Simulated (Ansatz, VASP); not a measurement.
## AlN in VASP and in Ansatz

```
CELL_PARAMETERS angstrom
3.23752 0.00000 0.00000
-1.61876 2.80377 0.00000
0.00000 0.00000 4.98100
ATOMIC_POSITIONS crystal
Al 0.66667 0.33333 0.50000
Al 0.33333 0.66667 0.00000
N 0.66667 0.33333 0.88000
N 0.33333 0.66667 0.38000
```

Alike in both runs: task single point; functional PBEsol; k mesh 8 × 8 × 5; occupations fermi-dirac, width 0.05 eV; no spin polarisation.

|  | VASP | Ansatz |
| --- | --- | --- |
| version | VASP 6.6.1 | Ansatz 0.2.0 |
| potentials or method | VASP PAW PBE potentials, release 64 (Al, N) | Ansatz PAW |
| plane-wave cutoff (eV) | 600 | 420 |
| valence electrons in the cell | 16 | 16 |

Ansatz gave:

```
gap on the k mesh at the Fermi level (eV)                     : 3.38
least direct gap on the mesh (eV)                             : 3.38
pressure (GPa)                                                : -13.1
traceless stress, the component that is largest in VASP (GPa) : 9.75
rms of the force components (eV/Å)                            : 0.263
```

Q: Estimate VASP's values.

A: gap on the k mesh at the Fermi level (eV): 3.39; least direct gap on the mesh (eV): 3.39; pressure (GPa): -13.4; traceless stress, the component that is largest in VASP (GPa): 9.86; rms of the force components (eV/Å): 0.268.

VASP's potentials were made for PBE, not for PBEsol. Atom by atom the forces differ by 0.005 eV/Å (rms over components).

Noted on Ansatz's run: odd divisions of the mesh miss points on the zone boundary, where band edges often lie, so the gap on the mesh can be too wide.
